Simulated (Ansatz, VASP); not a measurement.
One calculation of Cd, two programs

The input INCAR:

```
PREC = Accurate ; ENCUT = 500
EDIFF = 1E-7 ; ISMEAR = -1
SIGMA = 0.3 ; LREAL = False
LASPH = True ; NELM = 120
ALGO = Normal ; ISIF = 3
LWAVE = False ; LCHARG = False
GGA = PS ; IBRION = 2
NSW = 80 ; EDIFFG = -0.05
GGA_COMPAT = False ; NELMIN = 4
```

File KPOINTS:

```
Automatic mesh
0
Gamma
  7 7 3
```

POSCAR

```
Cd
1.0
    2.9788700000      0.0000000000      0.0000000000
   -1.4894350000      2.5797770000      0.0000000000
    0.0000000000      0.0000000000      5.6176500000
Cd
2
Direct
    0.3333333333      0.6666666667      0.2500000000
    0.6666666667      0.3333333333      0.7500000000
```

Input for Ansatz:

```yaml
crystal:
  lattice:
    - [2.97887, 0.0, 0.0]
    - [-1.489435, 2.579777, 0.0]
    - [0.0, 0.0, 5.61765]
  atoms:
    - { symbol: Cd, position: [0.3333333333333333, 0.6666666666666666, 0.25] }
    - { symbol: Cd, position: [0.6666666666666666, 0.3333333333333333, 0.75] }
basis:
  ecutwfc: 462.593566181796
  xc_grid: 2
kpoints:
  mp_grid:
    grid: [7, 7, 3]
    shift: [0.0, 0.0, 0.0]
hamiltonian:
  xc: pbesol
  dispersion: none
scf:
  n_extra_bands: 6
  convergence:
    dr2_threshold: 1.0e-06
  occupations:
    method: fermi_dirac
    width: 0.3
relax:
  f_tol: 0.05
  density_extrapolation: second_order
  cell: {}
```

Alike in both runs: task relaxation of cell and atoms; functional PBEsol; k mesh 7 × 7 × 3; occupations fermi-dirac, width 0.3 eV; no spin polarisation.

|  | VASP | Ansatz |
| --- | --- | --- |
| version | VASP 6.6.1 | Ansatz 0.2.0 |
| potentials or method | VASP PAW PBE potentials, release 64 (Cd), cutoff 500 eV | plane waves, PAW |
| valence electrons in the cell | 24 | 40 |

```tsv
	VASP	Ansatz	Ansatz less VASP
relaxed volume (Å³/atom)	21.15	21.04	-0.114
relaxed cell length with the largest relative difference (Å)	5.535	5.509	-0.0267
```

VASP's potentials were made for PBE, not for PBEsol. VASP's potentials hold 24 valence electrons a cell and Ansatz's 40, so a difference there can come from the potentials and not from the codes. Ansatz's warnings: force scf threshold loose, stress scf threshold loose.

The k mesh is coarse, so the values compare programs but aren't converged.
